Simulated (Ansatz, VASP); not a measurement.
## CdSe in VASP and in Ansatz

Contents of INCAR:

```
  PREC = Accurate
  ENCUT = 520
  EDIFF = 1E-7
  ISMEAR = -1
  SIGMA = 0.05
  LREAL = F
  LASPH = T
  NELM = 100
  ALGO = Normal
  ISIF = 2
  LWAVE = F
  LCHARG = T
  GGA = B5
  ALDAX = 1.0
  AGGAX = 1.0
  AGGAC = 1.0
  ALDAC = 0.0
  LELF = T
  LVHAR = T
  NBANDS = 16
```

Contents of KPOINTS:

```
regular mesh
0
Gamma
  8 8 8
```

Contents of POSCAR:

```
CdSe
1.0
    0.0000000000      3.0075950161      3.0075950161
    3.0075950161      0.0000000000      3.0075950161
    3.0075950161      3.0075950161      0.0000000000
Cd Se
1 1
Direct
    0.0000000000      0.0000000000      0.0000000000
    0.2500000000      0.2500000000      0.2500000000
```

File input.yaml:

```yaml
crystal:
  lattice:
    - [0.0, 3.0075950161, 3.0075950161]
    - [3.0075950161, 0.0, 3.0075950161]
    - [3.0075950161, 3.0075950161, 0.0]
  atoms:
    - { symbol: Cd, position: [0.0, 0.0, 0.0] }
    - { symbol: Se, position: [0.25, 0.25, 0.25] }
hamiltonian:
  xc: blyp
  pseudopotentials: { kind: paw }
kpoints:
  mp_grid: { grid: [8, 8, 8] }
scf:
  occupations: { method: fermi_dirac, width: 0.05 }
output:
  forces: true
  stress: true
  eigenvalues: true
```

Alike in both runs: task single point; functional BLYP; k mesh 8 × 8 × 8; occupations fermi-dirac, width 0.05 eV; no spin polarisation.

|  | VASP | Ansatz |
| --- | --- | --- |
| version | VASP 6.6.1 | Ansatz 0.2.0 |
| potentials or method | VASP PAW PBE potentials, release 64 (Cd, Se) | Ansatz PAW |
| plane-wave cutoff (eV) | 520 | 420 |
| valence electrons in the cell | 18 | 36 |

Ansatz gave:

| Item | Value |
| --- | --- |
| gap on the k mesh at the Fermi level (eV) | 0.61 |
| least direct gap on the mesh (eV) | 0.61 |
| pressure (GPa) | 8.0 |

Question: Estimate VASP's values.

Answer: gap on the k mesh at the Fermi level (eV): 0.64; least direct gap on the mesh (eV): 0.64; pressure (GPa): 8.5.

VASP's potentials were made for PBE, not for BLYP. The functional is the same, so the differences come from potentials, cutoffs and numerics. VASP's potentials hold 18 valence electrons a cell and Ansatz's 36, so a difference there can come from the potentials and not from the codes.
